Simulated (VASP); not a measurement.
The system is TiAl.

```
Ti Al
1.0
     3.17906    0.00000    0.00000
     0.00000    3.17906    0.00000
     0.00000    0.00000    3.17906
Ti Al
1 1
Direct
  0.00000 0.00000 0.00000
  0.50000 0.50000 0.50000
```

| Item | Value |
| --- | --- |
| Program | VASP 6.6.1 |
| Task | relaxation of cell and atoms |
| Functional | PBEsol |
| Potentials or basis | VASP PAW PBE potentials, release 64 (Ti_sv, Al) |
| Cutoff | 600 eV |
| k mesh | 8 × 8 × 8 |
| Occupations | fermi-dirac, width 0.05 eV |
| Spin | no spin polarisation |

At the start: pressure -2.4 GPa; volume 16.06 Å³/atom.

**Question.** Where does the relaxation end?

**Answer.** Over 3 steps the energy falls by 2.4 meV/atom and the volume is 15.74 Å³/atom (-2.0 %); space group Pm-3m (No. 221, to 0.05 Å).

Step by step:
| step | energy change (eV) | largest force (eV/Å) | pressure (GPa) | volume (Å³) |
| --- | --- | --- | --- | --- |
| 1 | 0.0000 | 0.0000 | -2.39 | 32.13 |
| 2 | -0.0025 | 0.0000 | 1.73 | 31.03 |
| 3 | -0.0048 | 0.0000 | 0.03 | 31.48 |

Final structure:
```
Ti Al
1.0
     3.15750    0.00000    0.00000
     0.00000    3.15750    0.00000
     0.00000    0.00000    3.15750
Ti Al
1 1
Direct
  0.00000 0.00000 0.00000
  0.50000 0.50000 0.50000
```

Caveat: the PAW data sets were made with another functional, which shifts forces and pressure a little.
